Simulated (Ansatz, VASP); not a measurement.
**CdTe: VASP beside Ansatz**

```
CELL_PARAMETERS angstrom
0.00000 3.20500 3.10885
3.20500 0.00000 3.10885
3.20500 3.20500 0.00000
ATOMIC_POSITIONS crystal
Cd 0.00000 0.00000 0.00000
Te 0.75000 0.75000 0.75000
```

Change from the starting cell: strain -0.0300 x Voigt [0, 0, 1, 0, 0, 0], atoms carried along.

Alike in both runs: task single point; functional r2SCAN; k mesh 8 × 8 × 8; occupations gaussian, width 0.05 eV; no spin polarisation.

```csv
,VASP,Ansatz
version,VASP 6.6.1,Ansatz 0.2.0
potentials or method,"VASP PAW PBE potentials, release 64 (Cd, Te), cutoff 520 eV","scalar-relativistic, plane waves, PAW"
valence electrons in the cell,18,36
```

|  | VASP | Ansatz | Ansatz less VASP |
| --- | --- | --- | --- |
| gap on the k mesh at the Fermi level (eV) | 1.41 | 1.42 | +0.002 |
| least direct gap on the mesh (eV) | 1.41 | 1.42 | +0.002 |
| pressure (GPa) | 5.2 | 5.0 | -0.16 |
| traceless stress, the component that is largest in VASP (GPa) | 0.23 | 0.23 | -0.002 |

VASP's potentials were made for PBE, not for r2SCAN. VASP's potentials hold 18 valence electrons a cell and Ansatz's 36, so a difference there can come from the potentials and not from the codes.

Spin-orbit coupling is off throughout.
